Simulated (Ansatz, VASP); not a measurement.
## Two plane-wave programs on Li3TeH

```
Li Te H
1.0
     4.14822    0.00000    0.00000
     0.00000    4.14822    0.00000
     0.00000    0.00000    4.14822
Li Te H
3 1 1
Direct
  0.50000 0.00000 0.50000
  0.00000 0.50000 0.50000
  0.50000 0.50000 0.00000
  0.00000 0.00000 0.00000
  0.50000 0.50000 0.50000
```

Alike in both runs: functional PBEsol; k mesh 6 × 6 × 6; occupations gaussian, width 0.02 eV; no spin polarisation.

Ansatz relaxed the structure, and its values are those at the end. VASP's run is a single point on that final structure, the one shown.

|  | VASP | Ansatz |
| --- | --- | --- |
| version | VASP 6.6.1 | Ansatz 0.2.0 |
| potentials or method | VASP PAW PBE potentials, release 64 (Li_sv, Te, H), cutoff 520 eV | scalar-relativistic, plane waves, PAW |
| valence electrons in the cell | 16 | 26 |

Ansatz gave:

```
gap on the k mesh at the Fermi level (eV) : 2.88
least direct gap on the mesh (eV)         : 3.69
```

Which values does VASP return?

gap on the k mesh at the Fermi level (eV): 2.88; least direct gap on the mesh (eV): 3.68.

VASP's potentials were made for PBE, not for PBEsol. With one functional, cell and mesh, what is left measures potentials, basis and numerics. VASP's potentials hold 16 valence electrons a cell and Ansatz's 26, so a difference there can come from the potentials and not from the codes.

Spin-orbit coupling is off throughout. Noted on VASP's run: the cutoff is under 1.25 times that of the potentials, so the pressure is a little rough.
